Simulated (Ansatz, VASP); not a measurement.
## TiAl3 in VASP and in Ansatz

```
CELL_PARAMETERS angstrom
3.70584 0.00000 0.00000
0.00000 3.70584 0.00000
0.00000 0.00000 3.70584
ATOMIC_POSITIONS crystal
Ti 0.00000 0.00000 0.00000
Al 0.50000 0.50000 0.00000
Al 0.50000 0.00000 0.50000
Al 0.00000 0.50000 0.50000
```

Alike in both runs: task single point; functional PBE; k mesh 12 × 12 × 12; occupations fermi-dirac, width 0.15 eV; non-collinear spin, spin-orbit coupling.

|  | VASP | Ansatz |
| --- | --- | --- |
| version | VASP 6.6.1 | Ansatz 0.2.0 |
| potentials or method | VASP PAW PBE potentials, release 64 (Ti_sv, Al), cutoff 500 eV | scalar-relativistic, plane waves, PAW |
| valence electrons in the cell | 21 | 21 |

```tsv
	VASP	Ansatz	Ansatz less VASP
net moment per atom (μB)	0.00	0.00	0.000
```
